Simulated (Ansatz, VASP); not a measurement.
# Cu: VASP beside Ansatz

File INCAR:

```
ALGO = Normal
EDIFF = 1E-6
ENCUT = 520
GGA = PE
ISIF = 2
ISMEAR = -1
LASPH = T
LCHARG = F
LREAL = F
LWAVE = F
NBANDS = 12
NELM = 100
PREC = Accurate
SIGMA = 0.05
```

The input KPOINTS:

```
k-points
0
Gamma
  17 17 16
```

File POSCAR:

```
Cu
1.0
    2.4253202321      0.0000000000      0.0000000000
   -1.2126601161      2.1003889333      0.0000000000
    0.0000000000      0.0000000000      2.3497805056
Cu
1
Direct
    0.0000000000      0.0000000000      0.0000000000
```

Input for Ansatz:

```yaml
crystal:
  lattice:
    - [2.4253202321, 0.0, 0.0]
    - [-1.2126601161, 2.1003889333, 0.0]
    - [0.0, 0.0, 2.3497805056]
  atoms:
    - { symbol: Cu, position: [0.0, 0.0, 0.0] }
kpoints:
  mp_grid: { grid: [17, 17, 16] }
scf:
  occupations: { method: fermi_dirac, width: 0.05 }
hamiltonian:
  xc: pbe
  pseudopotentials: { kind: paw }
output:
  forces: true
  stress: true
  eigenvalues: true
  populations: true
```

Change from the starting cell: volume scaled by 0.92, PAW files.

Alike in both runs: task single point; functional PBE; k mesh 17 × 17 × 16; occupations fermi-dirac, width 0.05 eV; no spin polarisation.

|  | VASP | Ansatz |
| --- | --- | --- |
| version | VASP 6.6.1 | Ansatz 0.2.0 |
| potentials or method | VASP PAW PBE potentials, release 64 (Cu) | PAW with Ansatz's default frozen-core files, scalar-relativistic |
| plane-wave cutoff (eV) | 520 | 420 |
| valence electrons in the cell | 11 | 19 |

```csv
,VASP,Ansatz,Ansatz less VASP
pressure (GPa),12.4,12.0,-0.37
"traceless stress, the component that is largest in VASP (GPa)",-0.21,0.01,+0.223
```

VASP's potentials hold 11 valence electrons a cell and Ansatz's 19, so a difference there can come from the potentials and not from the codes.
